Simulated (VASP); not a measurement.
## TiO2 (Anatase): relaxation of cell and atoms with PBEsol

TiO2 (Anatase):

```
Ti O
1.0
    -1.89210    1.89210    4.75730
     1.89210   -1.89210    4.75730
     1.89210    1.89210   -4.75730
Ti O
2 4
Direct
  0.75000 0.25000 0.50000
  0.00000 0.00000 0.00000
  0.79190 0.79190 0.00000
  0.54190 0.04190 0.50000
  0.95810 0.45810 0.50000
  0.20810 0.20810 0.00000
```

```json
{"Program": "VASP 6.6.1", "Task": "relaxation of cell and atoms", "Functional": "PBEsol", "Potentials or basis": "VASP PAW PBE potentials, release 64 (Ti_sv, O)", "Cutoff": "600 eV", "k mesh": "8 × 8 × 8", "Occupations": "fermi-dirac, width 0.05 eV", "Spin": "no spin polarisation", "Dipole correction": "no", "Further INCAR settings": "ALGO = Normal; EDIFF = 1e-06; IBRION = 2; EDIFFG = -0.01; NSW = 80; ISIF = 3"}
```

```yaml
Relaxed_volume: 11.33 Å³/atom
Relaxed_cell: a = 5.473 Å, b = 5.473 Å, c = 5.473 Å, α = 139.68°, β = 139.68°, γ = 58.33°
Space_group_after_relaxing_to_0.05_Å: I4_1/amd (No. 141)
Energy_gained_by_relaxing: 0.2 meV/atom
Ionic_steps: 12
Pressure_after_relaxing: 0.0 GPa
Band_gap_on_the_k_mesh: 2.12 eV, indirect (least direct gap 2.42 eV)
```

Step by step:
| step | energy change (eV) | largest force (eV/Å) | pressure (GPa) | volume (Å³) |
| --- | --- | --- | --- | --- |
| 1 | 0.0000 | 0.0106 | -0.54 | 68.13 |
| 2 | -0.0006 | 0.0083 | 0.58 | 67.75 |
| 3 | -0.0008 | 0.0015 | 0.22 | 67.88 |
| 4 | -0.0008 | 0.0014 | 0.16 | 67.89 |
| 5 | -0.0009 | 0.0269 | -0.04 | 67.95 |
| 6 | -0.0009 | 0.0346 | -0.12 | 67.97 |
| 7 | -0.0009 | 0.0311 | -0.08 | 67.96 |
| 8 | -0.0009 | 0.0291 | -0.07 | 67.95 |
| 9 | -0.0010 | 0.0268 | -0.04 | 67.96 |
| 10 | -0.0011 | 0.0213 | 0.06 | 67.97 |
| 11 | -0.0012 | 0.0135 | 0.03 | 68.03 |
| 12 | -0.0012 | 0.0010 | 0.00 | 68.01 |

Final structure:
```cif
data_structure
_symmetry_space_group_name_H-M 'P 1'
_symmetry_Int_Tables_number 1
_cell_length_a 5.4731
_cell_length_b 5.4731
_cell_length_c 5.4731
_cell_angle_alpha 139.683
_cell_angle_beta 139.683
_cell_angle_gamma 58.335
_cell_volume 68.01
loop_
_atom_site_label
_atom_site_type_symbol
_atom_site_fract_x
_atom_site_fract_y
_atom_site_fract_z
_atom_site_occupancy
Ti1 Ti 0.75000 0.25000 0.50000 1
Ti2 Ti 0.00000 0.00000 0.00000 1
O1 O 0.79243 0.79243 0.00000 1
O2 O 0.54243 0.04243 0.50000 1
O3 O 0.95757 0.45757 0.50000 1
O4 O 0.20757 0.20757 0.00000 1
```

Levels at points of the mesh, in eV from the valence-band top:
```csv
k point,band 21,band 22,band 23,band 24,band 25,band 26,band 27,band 28
"(0.00, 0.00, 0.00)",-0.74,-0.74,-0.43,-0.43,2.12,2.87,4.06,4.06
"(0.50, 0.00, 0.00)",-1.95,-0.93,-0.81,-0.61,3.27,3.60,3.60,3.69
"(0.50, 0.50, 0.00)",-2.06,-2.06,-0.01,-0.01,3.36,3.36,3.85,3.85
"(0.50, 0.50, 0.50)",-1.24,-1.24,-0.08,-0.08,2.48,2.48,3.82,3.82
```

Run time: 11 min on 1 thread of Intel(R) Xeon(R) 6975P-C (Granite Rapids), with other jobs on the host, peak memory 0.41 GiB.

Caveat: the PAW data sets were made with another functional, which shifts forces and pressure a little. A k mesh can miss the band edges.
